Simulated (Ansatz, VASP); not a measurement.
C: VASP beside Ansatz

INCAR

```
SYSTEM = C
ALGO = Normal
EDIFF = 1E-6
ENCUT = 600
GGA_COMPAT = .False.
ISIF = 2
ISMEAR = 0
LASPH = .True.
LCHARG = .False.
LREAL = .False.
LWAVE = .False.
NBANDS = 11
NELM = 120
PREC = Accurate
SIGMA = 0.05
```

KPOINTS

```
k-points
0
Gamma
  12 12 12
  0 0 0
```

File POSCAR:

```
C
1.0
    1.2280263465      0.7090013417      3.7235495588
   -1.2280263465      0.7090013417      3.7235495588
    0.0000000000     -1.4180026834      3.7235495588
C
2
Direct
    0.1640000000      0.1640000000      0.1640000000
    0.8360000000      0.8360000000      0.8360000000
```

Input for Ansatz:

```yaml
crystal:
  lattice:
    - [1.2280263465, 0.7090013417, 3.7235495588]
    - [-1.2280263465, 0.7090013417, 3.7235495588]
    - [0.0, -1.4180026834, 3.7235495588]
  atoms:
    - { symbol: C, position: [0.164, 0.164, 0.164] }
    - { symbol: C, position: [0.836, 0.836, 0.836] }
basis:
  ecutwfc: 420
kpoints:
  mp_grid: { grid: [12, 12, 12] }
hamiltonian:
  xc: lda
scf:
  occupations: { method: gaussian, width: 0.05 }
output:
  forces: true
  stress: true
  eigenvalues: true
```

Change from the starting cell: strain +0.1125 x Voigt [0, 0, 1, 0, 0, 0], atoms carried along.

Alike in both runs: task single point; functional LDA; k mesh 12 × 12 × 12; occupations gaussian, width 0.05 eV; no spin polarisation.

|  | VASP | Ansatz |
| --- | --- | --- |
| version | VASP 6.6.1 | Ansatz 0.2.0 |
| potentials or method | VASP PAW LDA potentials, release 64 (C), cutoff 600 eV | scalar-relativistic, plane waves, PAW |
| valence electrons in the cell | 8 | 8 |

|  | VASP | Ansatz | Ansatz less VASP |
| --- | --- | --- | --- |
| gap on the k mesh at the Fermi level (eV) | 0.41 | 0.41 | -0.001 |
| least direct gap on the mesh (eV) | 0.41 | 0.41 | -0.001 |
| pressure (GPa) | -3.8 | -4.1 | -0.29 |
| traceless stress, the component that is largest in VASP (GPa) | 1.30 | 1.93 | +0.633 |
| rms of the force components (eV/Å) | 0.593 | 0.597 | +0.0036 |

LDA's correlation is that of Perdew and Zunger in VASP and of Perdew and Wang (1992) in Ansatz. Atom by atom the forces differ by 0.004 eV/Å (rms over components).
